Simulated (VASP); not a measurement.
# Ni in VASP: notebook, part 2 of 3

VASP 6.6.1. The steps go on from the part before.

## 3. Electric field gradients, PBE, collinear spin, ferromagnetic start (equal xx and yy strain of -1 %)

Input file INCAR:

```
SYSTEM = Ni
PREC     = Accurate       ! precision mode
ENCUT    = 520            ! plane-wave cutoff, eV
EDIFF    = 1E-8           ! SCF threshold, eV
ISMEAR   = -1             ! smearing method
SIGMA    = 0.05           ! smearing width, eV
LREAL    = .False.        ! projectors in reciprocal space
LASPH    = .True.         ! aspherical terms in the spheres
NELM     = 150            ! most SCF steps
ALGO     = Normal         ! electronic algorithm
ISIF     = 2              ! what is computed and relaxed
LWAVE    = .False.        ! write WAVECAR
LCHARG   = .False.        ! write CHGCAR
ISPIN    = 2              ! spin polarisation
MAGMOM   = 1.5            ! initial moments
LORBIT   = 11             ! projections on sites
LMAXMIX  = 4              ! l up to which the mixer works
GGA      = PE             ! functional
LEFG     = .True.       
NBANDS   = 15             ! bands
```

Input file KPOINTS:

```
regular mesh
0
Gamma
  20 20 20
  0 0 0
```

Input file POSCAR:

```
Ni
1.0
    0.0000000000      1.7502705000      1.7679500000
    1.7502705000      0.0000000000      1.7679500000
    1.7502705000      1.7502705000      0.0000000000
Ni
1
Direct
    0.0000000000      0.0000000000      0.0000000000
```

Potentials or basis: VASP PAW PBE potentials, release 64 (Ni).

On the command line:

```sh
> cat potpaw_PBE.64/Ni/POTCAR > POTCAR
> mpirun -np 1 vasp_std > vasp.out
```

OUTCAR:

```text
SYSTEM = Ni
   PREC = Accurate
   ENCUT = 520
   EDIFF = 1E-8
   ISMEAR = -1
   LREAL = .False.
   LASPH = .True.
   NELM = 150
   ISIF = 2
   ISPIN = 2
   LORBIT = 11
   GGA = PE

 ion  position               nearest neighbor table
   1  0.000  0.000  0.000-

  LATTYP: Found a body centered tetragonal cell.
 ALAT       =     2.4752562789
 C/A-ratio  =     1.4284985479

  Lattice vectors:

 A1 = (  -1.7502705000,   0.0000000000,   1.7679500000)
 A2 = (   1.7502705000,   0.0000000000,   1.7679500000)
 A3 = (   0.0000000000,   1.7502705000,  -1.7679500000)

Analysis of symmetry for initial positions (statically):
=====================================================================
 Subroutine PRICEL returns:
 Original cell was already a primitive cell.

 Routine SETGRP: Setting up the symmetry group for a
 body centered tetragonal supercell.

 Subroutine GETGRP returns: Found 16 space group operations
 (whereof 16 operations were pure point group operations)
 out of a pool of 16 trial point group operations.

The static configuration has the point symmetry D_4h.

Analysis of symmetry for dynamics (positions and initial velocities):
=====================================================================
 Subroutine PRICEL returns:
 Original cell was already a primitive cell.

 Routine SETGRP: Setting up the symmetry group for a
 body centered tetragonal supercell.

 Subroutine GETGRP returns: Found 16 space group operations
 (whereof 16 operations were pure point group operations)
 out of a pool of 16 trial point group operations.

The dynamic configuration has the point symmetry D_4h.

Analysis of structural, dynamic, and magnetic symmetry:
=====================================================================
 Subroutine PRICEL returns:
 Original cell was already a primitive cell.

 Routine SETGRP: Setting up the symmetry group for a
 body centered tetragonal supercell.

 Subroutine GETGRP returns: Found 16 space group operations
 (whereof 16 operations were pure point group operations)
 out of a pool of 16 trial point group operations.

The overall configuration has the point symmetry D_4h.

 Subroutine INISYM returns: Found 16 space group operations
 (whereof 16 operations are pure point group operations),
 and found     1 'primitive' translations

----------------------------------------------------------------------------------------

                                     Primitive cell

  volume of cell :      10.8320

  direct lattice vectors                    reciprocal lattice vectors
     0.000000000  1.750270500  1.767950000    -0.285670129  0.285670129  0.282813428
     1.750270500  0.000000000  1.767950000     0.285670129 -0.285670129  0.282813428
     1.750270500  1.750270500  0.000000000     0.285670129  0.285670129 -0.282813428

  length of vectors
     2.487788983  2.487788983  2.475256279     0.493151377  0.493151377  0.493151377

  position of ions in fractional coordinates (direct lattice)
     0.000000000  0.000000000  0.000000000

  ion indices of the primitive-cell ions
   primitive index   ion index
                 1           1

[... 115 lines left out ...]

  energy without entropy =       -5.46341105  energy(sigma->0) =       -5.47043366

 E-fermi :   9.4374     XC(G=0): -13.2817

 val. band max:        9.4367968462   @ k =   0.4500   0.1500   0.0500
 cond. band min:       9.4390358333   @ k =   0.3500   0.2500   0.0500
 fundamental gap:      0.0022389871
 Fermi energy:         9.4373539108

 spin component 1

 k-point     1 :       0.0000    0.0000    0.0000
  band No.  band energies     occupation
      1       0.3981      1.00000
      2       6.9514      1.00000
      3       7.0129      1.00000
      4       7.0129      1.00000
      5       8.1411      1.00000
      6       8.2091      1.00000
      7      33.2029      0.00000
      8      37.0225      0.00000
      9      37.1328      0.00000
     10      37.1328      0.00000
     11      40.0291      0.00000
     12      40.0291      0.00000
     13      40.0895      0.00000
     14      42.9976      0.00000
[... 403 lines left out ...]
      4       7.2567      1.00000
      5       8.5059      1.00000
      6       8.8694      0.99999
      7      18.5973      0.00000
      8      31.0065      0.00000
      9      33.6380      0.00000
     10      35.5988      0.00000
     11      37.5497      0.00000
     12      39.1616      0.00000
     13      43.3340      0.00000
     14      50.1588      0.00000
     15      51.7002      0.00000

 [... further k-points ...]

 spin component 2

 k-point     1 :       0.0000    0.0000    0.0000
  band No.  band energies     occupation
      1       0.3633      1.00000
      2       7.7057      1.00000
      3       7.7661      1.00000
      4       7.7661      1.00000
      5       8.7301      1.00000
      6       8.7953      1.00000
      7      33.0404      0.00000
      8      36.9971      0.00000
      9      37.1166      0.00000
     10      37.1166      0.00000
     11      40.1278      0.00000
     12      40.1278      0.00000
     13      40.1962      0.00000
     14      42.8743      0.00000
[... 403 lines left out ...]
      4       7.7961      1.00000
      5       9.2350      0.98283
      6       9.5645      0.07285
      7      18.8424      0.00000
      8      30.9824      0.00000
      9      33.6302      0.00000
     10      35.7020      0.00000
     11      37.5772      0.00000
     12      39.1812      0.00000
     13      43.3996      0.00000
     14      50.2340      0.00000
     15      51.9343      0.00000

 [... further k-points ...]

------------------------ aborting loop because EDIFF is reached ----------------------------------------

  FORCE on cell =-STRESS in cart. coord.  units (eV):
  Direction    XX          YY          ZZ          XY          YZ          ZX
  --------------------------------------------------------------------------------------
  -------------------------------------------------------------------------------------
  Total        0.0991646      0.0991646      0.0176218      0.0000000      0.0000000      0.0000000
  in kB       14.6675262     14.6675262      2.6064605      0.0000000      0.0000000      0.0000000
  external PRESSURE =      10.6471710 kB  Pullay stress =       0.0000000 kB

 VOLUME and BASIS-vectors are now :
 -----------------------------------------------------------------------------
  energy-cutoff  :      520.00
  volume of cell :       10.83
      direct lattice vectors                 reciprocal lattice vectors
     0.000000000  1.750270500  1.767950000    -0.285670129  0.285670129  0.282813428
     1.750270500  0.000000000  1.767950000     0.285670129 -0.285670129  0.282813428
     1.750270500  1.750270500  0.000000000     0.285670129  0.285670129 -0.282813428

 POSITION                                       TOTAL-FORCE (eV/Angst)
 -----------------------------------------------------------------------------------
      0.00000      0.00000      0.00000        -0.000000      0.000000     -0.000000
 -----------------------------------------------------------------------------------
    total drift:                               -0.000000     -0.000000     -0.000000

  FREE ENERGIE OF THE ION-ELECTRON SYSTEM (eV)
  ---------------------------------------------------
  free  energy   TOTEN  =        -5.4774562566 eV

  energy  without entropy=       -5.4634110548  energy(sigma->0) =       -5.47043366

 Electric field gradients (V/A^2)
---------------------------------------------------------------------
 ion       V_xx      V_yy      V_zz      V_xy      V_xz      V_yz
---------------------------------------------------------------------
   1      -0.397    -0.397     0.793    -0.003     0.001     0.001
---------------------------------------------------------------------

 Electric field gradients after diagonalization (V/A^2)
 (convention: |V_zz| > |V_xx| > |V_yy|)
----------------------------------------------------------------------
 ion       V_xx      V_yy      V_zz     asymmetry (V_yy - V_xx)/ V_zz
----------------------------------------------------------------------
   1      -0.399    -0.394     0.793       0.007
----------------------------------------------------------------------

           NMR quadrupolar parameters

 Cq : quadrupolar parameter    Cq=e*Q*V_zz/h
 eta: asymmetry parameters     (V_yy - V_xx)/ V_zz
 Q  : nuclear electric quadrupole moment in mb (millibarn)
----------------------------------------------------------------------
 ion       Cq(MHz)       eta       Q (mb)
----------------------------------------------------------------------
   1       0.002       0.007       1.000
----------------------------------------------------------------------

 total charge

# of ion       s       p       d       tot
------------------------------------------
    1        0.500   0.502   8.316   9.318

 magnetization (x)

# of ion       s       p       d       tot
------------------------------------------
    1       -0.006  -0.025   0.670   0.638
```

Wall time 2 min (1 thread of AMD EPYC 9R45 (Zen 5), shared host); peak memory 0.23 GiB.

What came out:

* Free energy: -5.4775 eV
* Pressure: 1.1 GPa
* Net moment: 0.63 μB per cell
* Site moments: Ni +0.64 μB
* Largest electric field gradient by atom: Ni +0.8 V/Å²
* Valence electrons inside the program's atomic spheres: Ni 9.32

Levels at points of the mesh, in eV from the Fermi level:
Spin up:
```tsv
k point	band 1	band 2	band 3	band 4	band 5	band 6	band 7	band 8	band 9	band 10
(0.00, 0.00, 0.00)	-9.04	-2.49	-2.42	-2.42	-1.30	-1.23	23.77	27.59	27.70	27.70
(0.50, 0.00, 0.00)	-4.86	-2.46	-2.39	-0.61	-0.59	-0.30	5.69	22.23	24.60	24.92
(0.50, 0.50, 0.00)	-4.68	-4.21	-0.54	-0.48	-0.48	2.30	9.08	15.03	15.03	19.93
(0.50, 0.00, 0.50)	-4.67	-4.22	-0.55	-0.49	-0.45	2.53	9.35	14.78	14.79	19.71
```
Spin down:
| k point | band 3 | band 4 | band 5 | band 6 | band 7 | band 8 |
| --- | --- | --- | --- | --- | --- | --- |
| (0.00, 0.00, 0.00) | -1.67 | -1.67 | -0.71 | -0.64 | 23.60 | 27.56 |
| (0.50, 0.00, 0.00) | -1.78 | -0.36 | 0.14 | 0.17 | 6.12 | 22.09 |
| (0.50, 0.50, 0.00) | 0.07 | 0.39 | 0.39 | 2.25 | 9.33 | 15.04 |
| (0.50, 0.00, 0.50) | 0.06 | 0.37 | 0.42 | 2.49 | 9.59 | 14.79 |

Electric field gradients, principal values (V/Å²):
```csv
atom,least,middle,greatest (by size)
1 Ni,-0.394,-0.399,0.793
```

Caveat: the cell differs from its parent crystal (equal xx and yy strain of -1 %); without QUAD_EFG the Cq values of the log hold for a quadrupole moment of 1 mb, not for the nuclei.

## 4. Electric field gradients, PBE, collinear spin, ferromagnetic start (equal xx and yy strain of -1 %)

Input file INCAR:

```
PREC = Accurate
ENCUT = 520
EDIFF = 1E-8
ISMEAR = -1
SIGMA = 0.05
LREAL = F
LASPH = T
NELM = 150
ALGO = Normal
ISIF = 2
LWAVE = F
LCHARG = F
ISPIN = 2
MAGMOM = 1.5
LORBIT = 11
LMAXMIX = 4
GGA = PE
LEFG = T
NBANDS = 15
```

Input file KPOINTS:

```
Automatic mesh
0
Gamma
  20 20 20
```

POSCAR is that of step 3.

Potentials or basis: VASP PAW PBE potentials, release 64 (Ni).

On the command line:

```sh
> cat potpaw_PBE.64/Ni/POTCAR > POTCAR
> mpirun -np 1 vasp_std > vasp.out
```

OUTCAR:

```text
PREC = Accurate
   ENCUT = 520
   EDIFF = 1E-8
   ISMEAR = -1
   LREAL = F
   LASPH = T
   NELM = 150
   ISIF = 2
   ISPIN = 2
   LORBIT = 11
   GGA = PE

 ion  position               nearest neighbor table
   1  0.000  0.000  0.000-

  LATTYP: Found a body centered tetragonal cell.
 ALAT       =     2.4752562789
 C/A-ratio  =     1.4284985479

  Lattice vectors:

 A1 = (  -1.7502705000,   0.0000000000,   1.7679500000)
 A2 = (   1.7502705000,   0.0000000000,   1.7679500000)
 A3 = (   0.0000000000,   1.7502705000,  -1.7679500000)

Analysis of symmetry for initial positions (statically):
=====================================================================
 Subroutine PRICEL returns:
 Original cell was already a primitive cell.

 Routine SETGRP: Setting up the symmetry group for a
 body centered tetragonal supercell.

 Subroutine GETGRP returns: Found 16 space group operations
 (whereof 16 operations were pure point group operations)
 out of a pool of 16 trial point group operations.

The static configuration has the point symmetry D_4h.

Analysis of symmetry for dynamics (positions and initial velocities):
=====================================================================
 Subroutine PRICEL returns:
 Original cell was already a primitive cell.

 Routine SETGRP: Setting up the symmetry group for a
 body centered tetragonal supercell.

 Subroutine GETGRP returns: Found 16 space group operations
 (whereof 16 operations were pure point group operations)
 out of a pool of 16 trial point group operations.

[... 1026 lines left out ...]
      7      18.8424      0.00000
      8      30.9824      0.00000
      9      33.6302      0.00000
     10      35.7020      0.00000
     11      37.5772      0.00000
     12      39.1812      0.00000
     13      43.3996      0.00000
     14      50.2340      0.00000
     15      51.9343      0.00000

 [... further k-points ...]

------------------------ aborting loop because EDIFF is reached ----------------------------------------

  FORCE on cell =-STRESS in cart. coord.  units (eV):
  Direction    XX          YY          ZZ          XY          YZ          ZX
  --------------------------------------------------------------------------------------
  -------------------------------------------------------------------------------------
  Total        0.0991646      0.0991646      0.0176218      0.0000000      0.0000000      0.0000000
  in kB       14.6675262     14.6675262      2.6064605      0.0000000      0.0000000      0.0000000
  external PRESSURE =      10.6471710 kB  Pullay stress =       0.0000000 kB

 VOLUME and BASIS-vectors are now :
 -----------------------------------------------------------------------------
  energy-cutoff  :      520.00
  volume of cell :       10.83
      direct lattice vectors                 reciprocal lattice vectors
     0.000000000  1.750270500  1.767950000    -0.285670129  0.285670129  0.282813428
     1.750270500  0.000000000  1.767950000     0.285670129 -0.285670129  0.282813428
     1.750270500  1.750270500  0.000000000     0.285670129  0.285670129 -0.282813428

 POSITION                                       TOTAL-FORCE (eV/Angst)
 -----------------------------------------------------------------------------------
      0.00000      0.00000      0.00000        -0.000000      0.000000     -0.000000
 -----------------------------------------------------------------------------------
    total drift:                               -0.000000     -0.000000     -0.000000

  FREE ENERGIE OF THE ION-ELECTRON SYSTEM (eV)
  ---------------------------------------------------
  free  energy   TOTEN  =        -5.4774562566 eV

  energy  without entropy=       -5.4634110548  energy(sigma->0) =       -5.47043366

 Electric field gradients (V/A^2)
---------------------------------------------------------------------
 ion       V_xx      V_yy      V_zz      V_xy      V_xz      V_yz
---------------------------------------------------------------------
   1      -0.397    -0.397     0.793    -0.003     0.001     0.001
---------------------------------------------------------------------

 Electric field gradients after diagonalization (V/A^2)
 (convention: |V_zz| > |V_xx| > |V_yy|)
----------------------------------------------------------------------
 ion       V_xx      V_yy      V_zz     asymmetry (V_yy - V_xx)/ V_zz
----------------------------------------------------------------------
   1      -0.399    -0.394     0.793       0.007
----------------------------------------------------------------------

           NMR quadrupolar parameters

 Cq : quadrupolar parameter    Cq=e*Q*V_zz/h
 eta: asymmetry parameters     (V_yy - V_xx)/ V_zz
 Q  : nuclear electric quadrupole moment in mb (millibarn)
----------------------------------------------------------------------
 ion       Cq(MHz)       eta       Q (mb)
----------------------------------------------------------------------
   1       0.002       0.007       1.000
----------------------------------------------------------------------

 total charge

# of ion       s       p       d       tot
------------------------------------------
    1        0.500   0.502   8.316   9.318

 magnetization (x)

# of ion       s       p       d       tot
------------------------------------------
    1       -0.006  -0.025   0.670   0.638
```

OSZICAR:

```text
N       E                     dE             d eps       ncg     rms          rms(c)
DAV:   1     0.333562653176E+02    0.33356E+02   -0.42312E+03 40760   0.865E+02
DAV:   2    -0.499819532407E+01   -0.38354E+02   -0.35455E+02 43836   0.163E+02
DAV:   3    -0.643865667709E+01   -0.14405E+01   -0.14309E+01 46825   0.310E+01
DAV:   4    -0.644740904630E+01   -0.87524E-02   -0.87508E-02 47571   0.230E+00
DAV:   5    -0.644751555226E+01   -0.10651E-03   -0.10651E-03 47732   0.225E-01    0.103E+01
DAV:   6    -0.582670723744E+01    0.62081E+00   -0.13093E+01 56016   0.408E+01    0.605E+00
DAV:   7    -0.549398608442E+01    0.33272E+00   -0.24067E+00 51497   0.153E+01    0.187E+00
DAV:   8    -0.548102467695E+01    0.12961E-01   -0.21186E-02 47009   0.934E-01    0.968E-01
DAV:   9    -0.547810764120E+01    0.29170E-02   -0.20782E-03 63237   0.278E-01    0.297E-01
DAV:  10    -0.547745631963E+01    0.65132E-03   -0.87205E-04 61479   0.169E-01    0.363E-02
DAV:  11    -0.547745506837E+01    0.12513E-05   -0.18409E-05 57242   0.271E-02    0.265E-02
DAV:  12    -0.547745627968E+01   -0.12113E-05   -0.17591E-06 56574   0.756E-03    0.639E-03
DAV:  13    -0.547745605643E+01    0.22325E-06   -0.10566E-07 51428   0.383E-03    0.316E-03
DAV:  14    -0.547745631051E+01   -0.25409E-06   -0.31753E-08 44147   0.121E-03    0.526E-04
DAV:  15    -0.547745625614E+01    0.54371E-07   -0.63076E-09 37052   0.594E-04    0.294E-04
DAV:  16    -0.547745625665E+01   -0.50750E-09   -0.32057E-10 26720   0.192E-04
   1 F= -.54774563E+01 E0= -.54704337E+01  d E =-.140452E-01  mag=     0.6269
```

Run time: 2 min. Hardware: 1 thread of AMD EPYC 9R45 (Zen 5), shared host; peak memory 0.22 GiB.

What came out:

- Free energy: -5.4775 eV
- Pressure: 1.1 GPa
- Net moment: 0.63 μB per cell
- Site moments: Ni +0.64 μB
- Largest electric field gradient by atom: Ni +0.8 V/Å²
- Valence electrons inside the program's atomic spheres: Ni 9.32

Electric field gradients, principal values (V/Å²):
```
atom   least  middle  greatest (by size)
1 Ni  -0.394  -0.399               0.793
```

Caveat: the cell differs from its parent crystal (equal xx and yy strain of -1 %); without QUAD_EFG the Cq values of the log hold for a quadrupole moment of 1 mb, not for the nuclei.

(Continued in part 3 of 3.)
